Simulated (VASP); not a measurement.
# Ta2AlF3 (P-4m2) in VASP: single point with PBE

Aim: the single point of Ta2AlF3 with PBE.

All numbers are computed with VASP 6.6.1; they aren't measurements. Logs are shortened: lines on timing, memory, paths and dates and some standing lists are left out, and cuts for length are marked.

### 1 The cell of the first run

Symmetry: P-4m2, No. 115, tetragonal system. Conventional cell: a = 4.420 Å, b = 4.420 Å, c = 4.806 Å, α = 90.00°, β = 90.00°, γ = 90.00°. Ta (site symmetry 2mm) has 2 Al at 2.43 Å and 6 F at 2.43 to 2.61 Å within 3.2 Å. Al (site symmetry -4m2) has 6 F at 2.40 to 3.13 Å and 4 Ta at 2.43 Å within 3.2 Å. F (site symmetry -4m2) has 6 F at 2.40 to 3.13 Å and 4 Ta at 2.61 Å within 3.2 Å. Within 3.2 Å of F (site symmetry -4m2) lie 2 Al at 2.40 Å and 4 Ta at 2.61 Å and 4 F at 3.13 Å. F (site symmetry -4m2) has 2 F at 2.40 Å and 4 Ta at 2.43 Å and 4 Al at 3.13 Å within 3.2 Å.

### 2 Single point, PBE, collinear spin, ferromagnetic start

INCAR

```
  ALGO = Normal
  EDIFF = 1E-6
  ENCUT = 520
  GGA = PE
  ISIF = 2
  ISMEAR = 0
  ISPIN = 2
  LASPH = T
  LCHARG = T
  LELF = T
  LMAXMIX = 4
  LORBIT = 11
  LREAL = F
  LVHAR = T
  LWAVE = F
  MAGMOM = 0.19 0.19 0 0 0 0
  NBANDS = 36
  NELM = 150
  PREC = Accurate
  SIGMA = 0.1
```

KPOINTS

```
k-points
0
Gamma
  8 8 8
```

POSCAR

```
Ta2AlF3
1.0
    4.4204927602      0.0000000000      0.0000000000
    0.0000000000      4.4204927602      0.0000000000
    0.0000000000      0.0000000000      4.8058395668
Ta Al F
2 1 3
Direct
    0.0000000000      0.5000000000      0.2891595771
    0.5000000000      0.0000000000      0.7108404229
    0.0000000000      0.0000000000      0.5000000000
    0.5000000000      0.5000000000      0.0000000000
    0.0000000000      0.0000000000      0.0000000000
    0.5000000000      0.5000000000      0.5000000000
```

Potentials or basis: VASP PAW PBE potentials, release 64 (Ta_pv, Al, F).

Launch:

```
$ cat potpaw_PBE.64/Ta_pv/POTCAR potpaw_PBE.64/Al/POTCAR potpaw_PBE.64/F/POTCAR > POTCAR
$ mpirun -np 1 vasp_std > vasp.out
```

OUTCAR:

```text
EDIFF = 1E-6
   ENCUT = 520
   GGA = PE
   ISIF = 2
   ISMEAR = 0
   ISPIN = 2
   LASPH = T
   LORBIT = 11
   LREAL = F
   NELM = 150
   PREC = Accurate

 ion  position               nearest neighbor table
   1  0.000  0.500  0.289-   3 2.43   6 2.43   3 2.43   6 2.43   5 2.61   5 2.61   4 2.61   4 2.61

   2  0.500  0.000  0.711-   3 2.43   6 2.43   6 2.43   3 2.43   4 2.61   5 2.61   4 2.61   5 2.61

   3  0.000  0.000  0.500-   5 2.40   5 2.40   1 2.43   2 2.43   1 2.43   2 2.43
   4  0.500  0.500  0.000-   1 2.61   2 2.61   2 2.61   1 2.61
   5  0.000  0.000  0.000-   3 2.40   3 2.40   1 2.61   2 2.61   1 2.61   2 2.61
   6  0.500  0.500  0.500-   1 2.43   2 2.43   2 2.43   1 2.43

  LATTYP: Found a simple tetragonal cell.
 ALAT       =     4.4204927602
 C/A-ratio  =     1.0871728170

  Lattice vectors:

 A1 = (   4.4204927602,   0.0000000000,   0.0000000000)
 A2 = (   0.0000000000,   4.4204927602,   0.0000000000)
 A3 = (   0.0000000000,   0.0000000000,   4.8058395668)

Analysis of symmetry for initial positions (statically):
=====================================================================
 Subroutine PRICEL returns:
 Original cell was already a primitive cell.

 Routine SETGRP: Setting up the symmetry group for a
 simple tetragonal supercell.

 Subroutine GETGRP returns: Found  8 space group operations
 (whereof  8 operations were pure point group operations)
 out of a pool of 16 trial point group operations.

The static configuration has the point symmetry D_2d.

Analysis of symmetry for dynamics (positions and initial velocities):
=====================================================================
 Subroutine PRICEL returns:
 Original cell was already a primitive cell.

 Routine SETGRP: Setting up the symmetry group for a
 simple tetragonal supercell.

 Subroutine GETGRP returns: Found  8 space group operations
 (whereof  8 operations were pure point group operations)
 out of a pool of 16 trial point group operations.

The dynamic configuration has the point symmetry D_2d.

Analysis of structural, dynamic, and magnetic symmetry:
=====================================================================
 Subroutine PRICEL returns:
 Original cell was already a primitive cell.

 Routine SETGRP: Setting up the symmetry group for a
 simple tetragonal supercell.

 Subroutine GETGRP returns: Found  8 space group operations
 (whereof  8 operations were pure point group operations)
 out of a pool of 16 trial point group operations.

The overall configuration has the point symmetry D_2d.

 Subroutine INISYM returns: Found  8 space group operations
 (whereof  8 operations are pure point group operations),
 and found     1 'primitive' translations

----------------------------------------------------------------------------------------

                                     Primitive cell

  volume of cell :      93.9097

  direct lattice vectors                    reciprocal lattice vectors
     4.420492760  0.000000000  0.000000000     0.226219124  0.000000000  0.000000000
     0.000000000  4.420492760  0.000000000     0.000000000  0.226219124  0.000000000
     0.000000000  0.000000000  4.805839567     0.000000000  0.000000000  0.208080188

  length of vectors
     4.420492760  4.420492760  4.805839567     0.226219124  0.226219124  0.208080188

  position of ions in fractional coordinates (direct lattice)
     0.000000000  0.500000000  0.289159577
     0.500000000  0.000000000  0.710840423
     0.000000000  0.000000000  0.500000000
     0.500000000  0.500000000  0.000000000
     0.000000000  0.000000000  0.000000000
     0.500000000  0.500000000  0.500000000

  ion indices of the primitive-cell ions
   primitive index   ion index
                 1           1
                 2           2
                 3           3
                 4           4
                 5           5
                 6           6

----------------------------------------------------------------------------------------

 KPOINTS: k-points

Automatic generation of k-mesh.
 Grid dimensions read from file:
 generate k-points for:    8    8    8

 Generating k-lattice:

  Cartesian coordinates                     Fractional coordinates (reciprocal lattice)
     0.028277391  0.000000000  0.000000000     0.125000000  0.000000000  0.000000000
     0.000000000  0.028277391  0.000000000     0.000000000  0.125000000  0.000000000
     0.000000000  0.000000000  0.026010023     0.000000000  0.000000000  0.125000000

  Length of vectors
     0.028277391  0.028277391  0.026010023

  Shift w.r.t. Gamma in fractional coordinates (k-lattice)
     0.000000000  0.000000000  0.000000000

 Subroutine IBZKPT returns following result:
 ===========================================

 Found     75 irreducible k-points:

 Following reciprocal coordinates:
            Coordinates               Weight
  0.000000  0.000000  0.000000      1.000000
  0.125000  0.000000  0.000000      4.000000
  0.250000  0.000000  0.000000      4.000000
  0.375000  0.000000  0.000000      4.000000
  0.500000  0.000000  0.000000      2.000000
  0.125000  0.125000  0.000000      4.000000
[... 16 lines left out ...]
  0.375000  0.125000  0.125000     16.000000
  0.500000  0.125000  0.125000      8.000000
 [... further k-points ...]
   k-points           NKPTS =     75   k-points in BZ     NKDIM =     75   number of bands    NBANDS=     36
   number of dos      NEDOS =    301   number of ions     NIONS =      6
   total plane-waves  NPLWV =  46656
   dimension x,y,z NGX =    36 NGY =   36 NGZ =   36
   dimension x,y,z NGXF=    72 NGYF=   72 NGZF=   72
   ions per type =               2   1   3
   NGX,Y,Z   is equivalent  to a cutoff of  13.54, 13.54, 12.45 a.u.
   NGXF,Y,Z  is equivalent  to a cutoff of  27.08, 27.08, 24.91 a.u.
 SYSTEM =  unknown system
   PREC   = accura    normal or accurate (medium, high low for compatibility)
   ISTART =      0    job   : 0-new  1-cont  2-samecut
   ICHARG =      2    charge: 1-file 2-atom 10-const
   ISPIN  =      2    spin polarized calculation?
   LNONCOLLINEAR =      F non collinear calculations
   LSORBIT =      F    spin-orbit coupling
   LASPH  =      T    aspherical Exc in radial PAW
   ENCUT  =  520.0 eV  38.22 Ry    6.18 a.u.   8.22  8.22  8.94*2*pi/ulx,y,z
   NELM   =    150;   NELMIN=  2; NELMDL= -5     # of ELM steps
   EDIFF  = 0.1E-05   stopping-criterion for ELM
   LREAL  =      F    real-space projection
   EDIFFG = 0.1E-04   stopping-criterion for IOM
   NSW    =      0    number of steps for IOM
   IBRION =     -1    ionic relax: 0-MD 1-quasi-New 2-CG
   NFREE  =      0    steps in history (QN), initial steepest desc. (CG)
   ISIF   =      2    stress and relaxation
   ISYM   =      2    0-nonsym 1-usesym 2-fastsym
   POTIM  = 0.5000    time-step for ionic-motion
   TEBEG  =    0.0;   TEEND  =   0.0 temperature during run
   PSTRESS=    0.0 pullay stress
   NELECT =      46.0000    total number of electrons
   NUPDOWN=      -1.0000    fix difference up-down
   EMIN   =  10.00;   EMAX   =-10.00  energy-range for DOS
   EFERMI =   0.00;   METHOD = LEGACY
   ISMEAR =     0;   SIGMA  =   0.10  broadening in eV -4-tet -1-fermi 0-gaus
   EFERMI_NEDOS =   21; number of points for ismear=-14 and -15
   IALGO  =     38    algorithm
   IMIX   =      4    mixing-type and parameters
     AMIX     =   0.40;   BMIX     =  1.00
     AMIX_MAG =   1.60;   BMIX_MAG =  1.00
  volume/ion in A,a.u.               =      15.65       105.62
  Fermi-wavevector in a.u.,A,eV,Ry     =   1.290498  2.438687 22.658929  1.665384
  Thomas-Fermi vector in A             =   2.422326
   LORBIT       =     11    0 simple, 1 ext, 2 COOP (PROOUT), +10 PAW based schemes
   GGA     = PE    functional components
   LHFCALC =     F    Hartree Fock is set to
   AEXX    =    0.0000 exact exchange contribution
   IVDW    =     0    specifies the selected vdW correction
   LEPSILON=     F    determine dielectric tensor
   LRPA    =     F    only Hartree local field effects (RPA)
 spin polarized calculation
 Gauss-broadening in eV      SIGMA  =   0.10
  energy-cutoff  :      520.00
  volume of cell :       93.91
 maximum number of plane-waves:      2557
 NGX is ok and might be reduce to    36
   NGX = 17   NGY = 17   NGZ = 17

 number of electron      45.9999946 magnetization       0.6613538

 Free energy of the ion-electron system (eV)
  ---------------------------------------------------
  ext. energy  EPLUGINS =         0.00000000
  ---------------------------------------------------
  free energy    TOTEN  =       -34.56946358 eV

  energy without entropy =      -34.54700848  energy(sigma->0) =      -34.55823603

 E-fermi :   4.4426     XC(G=0): -10.4147

 val. band max:        4.4416390302   @ k =   0.3750   0.0000   0.2500
 cond. band min:       4.4433615189   @ k =   0.5000   0.3750   0.1250
 fundamental gap:      0.0017224887
 Fermi energy:         4.4426246746

 spin component 1

 k-point     1 :       0.0000    0.0000    0.0000
  band No.  band energies     occupation
      1     -31.7562      1.00000
      2     -31.7562      1.00000
      3     -31.3704      1.00000
      4     -31.3242      1.00000
      5     -31.1622      1.00000
      6     -31.1622      1.00000
[... 27 lines left out ...]
     34      12.0456      0.00000
     35      12.1864      0.00000

 k-point     2 :       0.1250    0.0000    0.0000
  band No.  band energies     occupation
      1     -31.7591      1.00000
      2     -31.7560      1.00000
      3     -31.3682      1.00000
      4     -31.3256      1.00000
      5     -31.1641      1.00000
      6     -31.1623      1.00000
[... 27 lines left out ...]
     34      11.8837      0.00000
     35      12.2685      0.00000
[... 796 lines left out ...]
     34      11.8190      0.00000
     35      12.4469      0.00000

 k-point    24 :       0.5000    0.1250    0.1250
  band No.  band energies     occupation
      1     -31.7835      1.00000
      2     -31.7505      1.00000
      3     -31.3451      1.00000
      4     -31.3439      1.00000
      5     -31.1814      1.00000
      6     -31.1572      1.00000
[... 27 lines left out ...]
     34      12.0132      0.00000
     35      12.1480      0.00000

 [... further k-points ...]

 spin component 2

 k-point     1 :       0.0000    0.0000    0.0000
  band No.  band energies     occupation
      1     -31.5949      1.00000
      2     -31.5949      1.00000
      3     -31.2404      1.00000
      4     -31.1942      1.00000
      5     -31.0013      1.00000
      6     -31.0013      1.00000
[... 27 lines left out ...]
     34      12.1376      0.00000
     35      12.3151      0.00000

 k-point     2 :       0.1250    0.0000    0.0000
  band No.  band energies     occupation
      1     -31.5979      1.00000
      2     -31.5948      1.00000
      3     -31.2382      1.00000
      4     -31.1956      1.00000
      5     -31.0032      1.00000
      6     -31.0013      1.00000
[... 27 lines left out ...]
     34      11.9865      0.00000
     35      12.3995      0.00000
[... 796 lines left out ...]
     34      11.9334      0.00000
     35      12.5906      0.00000

 k-point    24 :       0.5000    0.1250    0.1250
  band No.  band energies     occupation
      1     -31.6226      1.00000
      2     -31.5893      1.00000
      3     -31.2148      1.00000
      4     -31.2138      1.00000
      5     -31.0208      1.00000
      6     -30.9964      1.00000
[... 27 lines left out ...]
     34      12.1076      0.00000
     35      12.3162      0.00000

 [... further k-points ...]

 [bands above 35 left out]

------------------------ aborting loop because EDIFF is reached ----------------------------------------

  FORCE on cell =-STRESS in cart. coord.  units (eV):
  Direction    XX          YY          ZZ          XY          YZ          ZX
  --------------------------------------------------------------------------------------
  -------------------------------------------------------------------------------------
  Total       -0.1028846     -0.1028846     -0.1059476      0.0000000      0.0000000     -0.0000000
  in kB       -1.7552965     -1.7552965     -1.8075537      0.0000000      0.0000000     -0.0000000
  external PRESSURE =      -1.7727156 kB  Pullay stress =       0.0000000 kB

 VOLUME and BASIS-vectors are now :
 -----------------------------------------------------------------------------
  energy-cutoff  :      520.00
  volume of cell :       93.91
      direct lattice vectors                 reciprocal lattice vectors
     4.420492760  0.000000000  0.000000000     0.226219124  0.000000000  0.000000000
     0.000000000  4.420492760  0.000000000     0.000000000  0.226219124  0.000000000
     0.000000000  0.000000000  4.805839567     0.000000000  0.000000000  0.208080188

 POSITION                                       TOTAL-FORCE (eV/Angst)
 -----------------------------------------------------------------------------------
      0.00000      2.21025      1.38965         0.000000      0.000000     -0.000476
      2.21025      0.00000      3.41619        -0.000000      0.000000      0.000476
      0.00000      0.00000      2.40292         0.000000      0.000000      0.000000
      2.21025      2.21025      0.00000         0.000000     -0.000000      0.000000
      0.00000      0.00000      0.00000         0.000000      0.000000      0.000000
      2.21025      2.21025      2.40292         0.000000      0.000000      0.000000
 -----------------------------------------------------------------------------------
    total drift:                                0.000000      0.000000      0.000000

  FREE ENERGIE OF THE ION-ELECTRON SYSTEM (eV)
  ---------------------------------------------------
  free  energy   TOTEN  =       -34.5694635825 eV

  energy  without entropy=      -34.5470084775  energy(sigma->0) =      -34.55823603

 total charge

# of ion       s       p       d       tot
------------------------------------------
    1        0.285   6.036   2.281   8.602
    2        0.285   6.036   2.281   8.602
    3        0.512   0.515   0.000   1.026
    4        1.741   4.289   0.000   6.030
    5        1.755   4.282   0.000   6.036
    6        1.748   4.299   0.000   6.048
--------------------------------------------------
tot          6.326  25.456   4.562  36.344

 magnetization (x)

# of ion       s       p       d       tot
------------------------------------------
    1        0.005   0.001   0.228   0.233
    2        0.005   0.001   0.228   0.233
    3       -0.002  -0.003   0.000  -0.006
    4        0.001   0.001   0.000   0.002
    5       -0.000  -0.000   0.000  -0.000
    6        0.003   0.020   0.000   0.023
--------------------------------------------------
tot          0.010   0.019   0.456   0.485
```

It took 8.8 min on 1 thread of AMD EPYC 7R43 (Zen 3), shared host; peak memory 0.47 GiB.

Results:

| Item | Value |
| --- | --- |
| Free energy | -34.5695 eV |
| Pressure | -0.2 GPa |
| Net moment | 0.66 μB per cell |
| Site moments | Ta +0.23; Al -0.01; F +0.00, -0.00, +0.02 μB |
| Valence electrons inside the program's atomic spheres | Ta 8.60; Al 1.03; F 6.03, 6.04, 6.05 |

Caveat: spin-orbit coupling is left out, which moves the levels of the heavy elements.
